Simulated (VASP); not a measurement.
A run of VASP 6.6.1:

The input INCAR:

```
SYSTEM = EuS
ALGO     = Normal         ! electronic algorithm
EDIFF    = 1E-6           ! SCF threshold, eV
ENCUT    = 600            ! plane-wave cutoff, eV
GGA      = PE             ! functional
GGA_COMPAT= .FALSE.      
ISIF     = 2              ! what is computed and relaxed
ISMEAR   = -1             ! smearing method
ISPIN    = 2              ! spin polarisation
LASPH    = .TRUE.         ! aspherical terms in the spheres
LCHARG   = .FALSE.        ! write CHGCAR
LDAU     = .TRUE.         ! DFT+U
LDAUJ    = 0 0          
LDAUL    = 3 -1           ! shell
LDAUPRINT= 1            
LDAUTYPE = 2            
LDAUU    = 1 0            ! U, eV
LMAXMIX  = 6              ! l up to which the mixer works
LORBIT   = 11             ! projections on sites
LREAL    = .FALSE.        ! projectors in reciprocal space
LWAVE    = .FALSE.        ! write WAVECAR
MAGMOM   = 4.9 0          ! initial moments
NBANDS   = 22             ! bands
NELM     = 200            ! most SCF steps
PREC     = Accurate       ! precision mode
SIGMA    = 0.1            ! smearing width, eV
```

Contents of KPOINTS:

```
k-points
0
G
  8 8 8
  0 0 0
```

POSCAR

```
EuS
1.0
    0.0000000000      2.9785000000      2.9785000000
    2.9785000000      0.0000000000      2.9785000000
    2.9785000000      2.9785000000      0.0000000000
Eu S
1 1
Direct
    0.0000000000      0.0000000000      0.0000000000
    0.5000000000      0.5000000000      0.5000000000
```

Potentials or basis: VASP PAW PBE potentials, release 64 (Eu, S).

Command:

```sh
$ cat potpaw_PBE.64/Eu/POTCAR potpaw_PBE.64/S/POTCAR > POTCAR
$ mpirun -np 1 vasp_std > vasp.out
```

Hardware: 1 thread of Intel Xeon 8259CL, on a shared host.

**Question.** How long does it take, and how much memory?

**Answer.** It took 4.1 min on 1 thread of Intel Xeon 8259CL (shared host), peak memory 0.29 GiB. Counts: scf iterations 17, k points 29.
